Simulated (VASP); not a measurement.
# Sc3SnB in VASP: single point with r2SCAN

Aim: the single point of Sc3SnB with r2SCAN.

Program: VASP 6.6.1. These are calculated values, not measurements. Logs are shortened: lines on timing, memory, paths and dates and some standing lists are left out, and cuts for length are marked.

### Step 1. The cell of the first run

The cell holds an amorphous packing of atoms, 10 atoms: a = 6.600 Å, b = 6.190 Å, c = 5.302 Å, α = 79.98°, β = 89.83°, γ = 88.20°.

### Step 2. Single point, r2SCAN

POSCAR

```
Sc3SnB
1.0
    6.5126060000     -0.4139400000      0.9875380000
    0.4814430000      6.1320840000      0.6960980000
   -0.7525590000      0.3965180000      5.2332930000
Sc Sn B
6 2 2
Direct
    0.4378370000      0.0125480000      0.0613750000
    0.4909090000      0.2359660000      0.5143470000
    0.7592890000      0.3947370000      0.0673420000
    0.1725800000      0.4106110000      0.8362470000
    0.6366490000      0.6922390000      0.5317690000
    0.8610220000      0.0120210000      0.7953350000
    0.0594560000      0.7012040000      0.1847810000
    0.2464890000      0.8610880000      0.6444640000
    0.8399210000      0.9893900000      0.2732750000
    0.4492150000      0.6333250000      0.9664290000
```

INCAR.step1

```
SYSTEM = Sc3SnB
PREC     = Accurate       ! precision mode
ENCUT    = 520            ! plane-wave cutoff, eV
ISMEAR   = -1             ! smearing method
SIGMA    = 0.1            ! smearing width, eV
LREAL    = .False.        ! projectors in reciprocal space
LASPH    = .True.         ! aspherical terms in the spheres
NELM     = 80             ! most SCF steps
NBANDS   = 61             ! bands
GGA      = PE             ! functional
ALGO     = Normal         ! electronic algorithm
EDIFF    = 1E-4           ! SCF threshold, eV
LWAVE    = .True.         ! write WAVECAR
LCHARG   = .False.        ! write CHGCAR
```

INCAR.step2

```
SYSTEM = Sc3SnB
PREC     = Accurate       ! precision mode
ENCUT    = 520            ! plane-wave cutoff, eV
EDIFF    = 1E-6           ! SCF threshold, eV
ISMEAR   = -1             ! smearing method
SIGMA    = 0.1            ! smearing width, eV
LREAL    = .False.        ! projectors in reciprocal space
LASPH    = .True.         ! aspherical terms in the spheres
NELM     = 80             ! most SCF steps
ALGO     = Normal         ! electronic algorithm
ISIF     = 2              ! what is computed and relaxed
LWAVE    = .False.        ! write WAVECAR
LCHARG   = .False.        ! write CHGCAR
METAGGA  = R2SCAN         ! meta-GGA
LMIXTAU  = .True.       
NBANDS   = 61             ! bands
ISTART   = 1
```

KPOINTS

```
Automatic mesh
0
Gamma
  3 3 4
  0 0 0.5
```

Potentials or basis: VASP PAW PBE potentials, release 64 (Sc_sv, Sn_d, B).

Command:

```bash
$ cat potpaw_PBE.64/Sc_sv/POTCAR potpaw_PBE.64/Sn_d/POTCAR potpaw_PBE.64/B/POTCAR > POTCAR
$ cp INCAR.step1 INCAR
$ mpirun -np 1 vasp_std > vasp.out
$ cp INCAR.step2 INCAR
$ mpirun -np 1 vasp_std > vasp.out
```

OUTCAR:

```text
SYSTEM = Sc3SnB
   PREC = Accurate
   ENCUT = 520
   EDIFF = 1E-6
   ISMEAR = -1
   LREAL = .False.
   LASPH = .True.
   NELM = 80
   ISIF = 2
   METAGGA = R2SCAN
   ISTART = 1

 ion  position               nearest neighbor table
   1  0.438  0.013  0.061-  10 2.48   8 2.86   2 3.00   2 3.01   4 3.05   6 3.13   5 3.16   7 3.20
                             3 3.23   8 3.33
   2  0.491  0.236  0.514-   8 2.85   4 3.00   3 3.00   1 3.00   1 3.01   5 3.03   6 3.03
   3  0.759  0.395  0.067-  10 2.49   9 2.60   7 2.93   4 2.98   2 3.00   6 3.04   5 3.20   1 3.23
                             5 3.40
   4  0.173  0.411  0.836-  10 2.49   8 2.85   7 2.88   3 2.98   2 3.00   1 3.05   6 3.30
   5  0.637  0.692  0.532-   9 2.52  10 2.59   8 2.85   2 3.03   6 3.04   1 3.16   3 3.20   7 3.33
                             3 3.40
   6  0.861  0.012  0.795-   9 2.52   9 2.80   8 2.84   7 2.86   2 3.03   5 3.04   3 3.04   1 3.13
                             4 3.30
   7  0.059  0.701  0.185-   9 2.37   6 2.86  10 2.87   4 2.88   3 2.93   8 3.06   8 3.13   1 3.20
                             5 3.33
   8  0.246  0.861  0.644-  10 2.40   6 2.84   5 2.85   2 2.85   4 2.85   1 2.86   7 3.06   7 3.13
                             1 3.33
   9  0.840  0.989  0.273-   7 2.37   5 2.52   6 2.52   3 2.60   6 2.80
  10  0.449  0.633  0.966-   8 2.40   1 2.48   3 2.49   4 2.49   5 2.59   7 2.87

  LATTYP: Found a triclinic cell.
 ALAT       =     6.1902176029
 B/A-ratio  =     0.8565084843
 C/A-ratio  =     1.0662059041
 COS(alpha) =     0.0029383013
 COS(beta)  =     0.0314412966
 COS(gamma) =     0.1740398368

  Lattice vectors:

 A1 = (   0.4814430000,   6.1320840000,   0.6960980000)
 A2 = (  -0.7525590000,   0.3965180000,   5.2332930000)
 A3 = (   6.5126060000,  -0.4139400000,   0.9875380000)

Analysis of symmetry for initial positions (statically):
=====================================================================
 Subroutine PRICEL returns:
 Original cell was already a primitive cell.

 Routine SETGRP: Setting up the symmetry group for a
 triclinic supercell.

 Subroutine GETGRP returns: Found  1 space group operations
 (whereof  1 operations were pure point group operations)
 out of a pool of  2 trial point group operations.

The static configuration has the point symmetry C_1 .

Analysis of symmetry for dynamics (positions and initial velocities):
=====================================================================
 Subroutine PRICEL returns:
 Original cell was already a primitive cell.

 Routine SETGRP: Setting up the symmetry group for a
 triclinic supercell.

 Subroutine GETGRP returns: Found  1 space group operations
 (whereof  1 operations were pure point group operations)
 out of a pool of  2 trial point group operations.

The dynamic configuration has the point symmetry C_1 .

 Subroutine INISYM returns: Found  1 space group operations
 (whereof  1 operations are pure point group operations),
 and found     1 'primitive' translations

----------------------------------------------------------------------------------------

                                     Primitive cell

  volume of cell :     213.2040

  direct lattice vectors                    reciprocal lattice vectors
     6.512606000 -0.413940000  0.987538000     0.149223201 -0.014274534  0.022540181
     0.481443000  6.132084000  0.696098000     0.011997178  0.163343854 -0.010651075
    -0.752559000  0.396518000  5.233293000    -0.029754648 -0.019033271  0.188247611

  length of vectors
     6.600046556  6.190217603  5.301973896     0.151589531  0.164129803  0.191532680

  position of ions in fractional coordinates (direct lattice)
     0.437837000  0.012548000  0.061375000
     0.490909000  0.235966000  0.514347000
     0.759289000  0.394737000  0.067342000
     0.172580000  0.410611000  0.836247000
     0.636649000  0.692239000  0.531769000
     0.861022000  0.012021000  0.795335000
     0.059456000  0.701204000  0.184781000
     0.246489000  0.861088000  0.644464000
     0.839921000  0.989390000  0.273275000
     0.449215000  0.633325000  0.966429000

  ion indices of the primitive-cell ions
   primitive index   ion index
                 1           1
                 2           2
                 3           3
                 4           4
                 5           5
                 6           6
                 7           7
                 8           8
                 9           9
                10          10

----------------------------------------------------------------------------------------

 KPOINTS: Automatic mesh

Automatic generation of k-mesh.
 Grid dimensions read from file:
 generate k-points for:    3    3    4

 Generating k-lattice:

  Cartesian coordinates                     Fractional coordinates (reciprocal lattice)
     0.049741067 -0.004758178  0.007513394     0.333333333 -0.000000000  0.000000000
     0.003999059  0.054447951 -0.003550358     0.000000000  0.333333333 -0.000000000
    -0.007438662 -0.004758318  0.047061903     0.000000000  0.000000000  0.250000000

  Length of vectors
     0.050529844  0.054709934  0.047883170

  Shift w.r.t. Gamma in fractional coordinates (k-lattice)
     0.000000000  0.000000000  0.500000000

 Subroutine IBZKPT returns following result:
 ===========================================

 Found     18 irreducible k-points:

 Following reciprocal coordinates:
            Coordinates               Weight
 -0.000000  0.000000  0.125000      2.000000
  0.333333  0.000000  0.125000      2.000000
 -0.333333  0.000000  0.125000      2.000000
  0.000000  0.333333  0.125000      2.000000
  0.333333  0.333333  0.125000      2.000000
 -0.333333  0.333333  0.125000      2.000000
[... 10 lines left out ...]
  0.333333 -0.333333  0.375000      2.000000
 -0.333333 -0.333333  0.375000      2.000000
   k-points           NKPTS =     18   k-points in BZ     NKDIM =     18   number of bands    NBANDS=     61
   number of dos      NEDOS =    301   number of ions     NIONS =     10
   total plane-waves  NPLWV =  96000
   dimension x,y,z NGX =    50 NGY =   48 NGZ =   40
   dimension x,y,z NGXF=   100 NGYF=   96 NGZF=   80
   ions per type =               6   2   2
   NGX,Y,Z   is equivalent  to a cutoff of  12.59, 12.89, 12.54 a.u.
   NGXF,Y,Z  is equivalent  to a cutoff of  25.19, 25.78, 25.08 a.u.
 SYSTEM =  Sc3SnB
   PREC   = accura    normal or accurate (medium, high low for compatibility)
   ISTART =      1    job   : 0-new  1-cont  2-samecut
   ICHARG =      0    charge: 1-file 2-atom 10-const
   ISPIN  =      1    spin polarized calculation?
   LNONCOLLINEAR =      F non collinear calculations
   LSORBIT =      F    spin-orbit coupling
   LASPH  =      T    aspherical Exc in radial PAW
   ENCUT  =  520.0 eV  38.22 Ry    6.18 a.u.  12.27 11.51  9.86*2*pi/ulx,y,z
   NELM   =     80;   NELMIN=  2; NELMDL=  0     # of ELM steps
   EDIFF  = 0.1E-05   stopping-criterion for ELM
   LREAL  =      F    real-space projection
   EDIFFG = 0.1E-04   stopping-criterion for IOM
   NSW    =      0    number of steps for IOM
   IBRION =     -1    ionic relax: 0-MD 1-quasi-New 2-CG
   NFREE  =      0    steps in history (QN), initial steepest desc. (CG)
   ISIF   =      2    stress and relaxation
   ISYM   =      2    0-nonsym 1-usesym 2-fastsym
   POTIM  = 0.5000    time-step for ionic-motion
   TEBEG  =    0.0;   TEEND  =   0.0 temperature during run
   PSTRESS=    0.0 pullay stress
   NELECT =     100.0000    total number of electrons
   NUPDOWN=      -1.0000    fix difference up-down
   EMIN   =  10.00;   EMAX   =-10.00  energy-range for DOS
   EFERMI =   0.00;   METHOD = LEGACY
   ISMEAR =    -1;   SIGMA  =   0.10  broadening in eV -4-tet -1-fermi 0-gaus
   EFERMI_NEDOS =   21; number of points for ismear=-14 and -15
   IALGO  =     38    algorithm
   IMIX   =      4    mixing-type and parameters
     AMIX     =   0.40;   BMIX     =  1.00
     AMIX_MAG =   1.60;   BMIX_MAG =  1.00
  volume/ion in A,a.u.               =      21.32       143.88
  Fermi-wavevector in a.u.,A,eV,Ry     =   1.271969  2.403672 22.012924  1.617904
  Thomas-Fermi vector in A             =   2.404873
   LORBIT       =      0    0 simple, 1 ext, 2 COOP (PROOUT), +10 PAW based schemes
   METAGGA = R2SCAN    functional components
   LHFCALC =     F    Hartree Fock is set to
   AEXX    =    0.0000 exact exchange contribution
   IVDW    =     0    specifies the selected vdW correction
   LEPSILON=     F    determine dielectric tensor
   LRPA    =     F    only Hartree local field effects (RPA)
 non-spin polarized calculation
  energy-cutoff  :      520.00
  volume of cell :      213.20
 maximum number of plane-waves:      5757
 NGX is ok and might be reduce to    50
   NGX = 25   NGY = 23   NGZ = 19

 number of electron     100.0000002 magnetization

 Free energy of the ion-electron system (eV)
  ---------------------------------------------------
  ext. energy  EPLUGINS =         0.00000000
  ---------------------------------------------------
  free energy    TOTEN  =      -129.62015050 eV

  energy without entropy =     -129.27819003  energy(sigma->0) =     -129.44917027

 E-fermi :   5.1419     XC(G=0): -10.8560

 val. band max:        5.1395749560   @ k =  -0.0000   0.0000   0.1250
 cond. band min:       5.1548760839   @ k =   0.0000   0.3333   0.1250
 fundamental gap:      0.0153011280
 Fermi energy:         5.1418945396

 k-point     1 :      -0.0000    0.0000    0.1250
  band No.  band energies     occupation
      1     -46.6690      2.00000
      2     -46.5656      2.00000
      3     -46.5030      2.00000
      4     -46.3930      2.00000
      5     -46.2985      2.00000
      6     -46.2259      2.00000
[... 53 lines left out ...]
     60       6.8277      0.00000
     61       7.1585      0.00000

 k-point     2 :       0.3333    0.0000    0.1250
  band No.  band energies     occupation
      1     -46.6687      2.00000
      2     -46.5657      2.00000
      3     -46.5031      2.00000
      4     -46.3930      2.00000
      5     -46.2985      2.00000
      6     -46.2259      2.00000
[... 1022 lines left out ...]
      5     -46.2983      2.00000
      6     -46.2260      2.00000
[... 53 lines left out ...]
     60       7.0258      0.00000
     61       7.1995      0.00000

------------------------ aborting loop because EDIFF is reached ----------------------------------------

  FORCE on cell =-STRESS in cart. coord.  units (eV):
  Direction    XX          YY          ZZ          XY          YZ          ZX
  --------------------------------------------------------------------------------------
  -------------------------------------------------------------------------------------
  Total        2.7138506      3.1652962      0.0503119      1.0616942      1.9106426     -1.1038764
  in kB       20.3939458     23.7864526      0.3780817      7.9783809     14.3580275     -8.2953700
  external PRESSURE =      14.8528267 kB  Pullay stress =       0.0000000 kB

 VOLUME and BASIS-vectors are now :
 -----------------------------------------------------------------------------
  energy-cutoff  :      520.00
  volume of cell :      213.20
      direct lattice vectors                 reciprocal lattice vectors
     6.512606000 -0.413940000  0.987538000     0.149223201 -0.014274534  0.022540181
     0.481443000  6.132084000  0.696098000     0.011997178  0.163343854 -0.010651075
    -0.752559000  0.396518000  5.233293000    -0.029754648 -0.019033271  0.188247611

 POSITION                                       TOTAL-FORCE (eV/Angst)
 -----------------------------------------------------------------------------------
      2.81131     -0.07996      0.76231         0.244938     -1.055768      0.690487
      2.92362      1.44770      3.34078         0.369871      0.294432     -0.546144
      5.08431      2.13296      1.37702        -1.047134     -0.160590      0.279661
      0.69231      2.77805      4.83258        -0.109325      0.265050     -0.133094
      4.07933      4.19219      3.89348         0.623637      0.196246     -0.050446
      5.01475      0.03267      5.02088        -0.000485      0.095828     -0.240481
      0.58574      4.34850      1.51383        -0.058519     -0.486207      1.461418
      1.53485      5.43377      4.21549         0.011400      0.670903     -1.507829
      5.74075      5.82770      2.94829        -0.853115      0.927647     -0.229351
      2.50318      4.08086      5.94208         0.818733     -0.747541      0.275778
 -----------------------------------------------------------------------------------
    total drift:                               -0.000484      0.003597     -0.004969

  FREE ENERGIE OF THE ION-ELECTRON SYSTEM (eV)
  ---------------------------------------------------
  free  energy   TOTEN  =      -129.6201505017 eV

  energy  without entropy=     -129.2781900326  energy(sigma->0) =     -129.44917027
```

It took 17 min on 1 thread of Oxide Virtual Turin-like, shared host; peak memory 0.41 GiB.

Results:

| Quantity | Value |
| --- | --- |
| Free energy | -129.6202 eV |
| Pressure | 1.5 GPa |
| Largest force | 1.650 eV/Å |
| Band gap on the k mesh | zero (band 50 reaches 5.18 eV, above the bottom of band 51 at 5.14 eV) |

Forces on the atoms (eV/Å):
```
Sc   0.245 -1.056  0.690
Sc   0.370  0.294 -0.546
Sc  -1.047 -0.161  0.280
Sc  -0.109  0.265 -0.133
Sc   0.624  0.196 -0.050
Sc   0.000  0.096 -0.240
Sn  -0.059 -0.486  1.461
Sn   0.011  0.671 -1.508
B   -0.853  0.928 -0.229
B    0.819 -0.748  0.276
```

Stress tensor (GPa, compression positive):
```
 2.04  0.80 -0.83
 0.80  2.38  1.44
-0.83  1.44  0.04
```

Levels at points of the mesh, in eV from the Fermi level:
```tsv
k point	band 46	band 47	band 48	band 49	band 50	band 51	band 52	band 53	band 54	band 55
(0.00, 0.00, 0.12)	-1.19	-0.86	-0.52	-0.34	-0.13	0.00	0.12	0.43	0.63	0.80
```

Caveat: the PAW data sets were made with another functional, which shifts forces and pressure a little; spin-orbit coupling is left out, which moves the levels of the heavy elements.
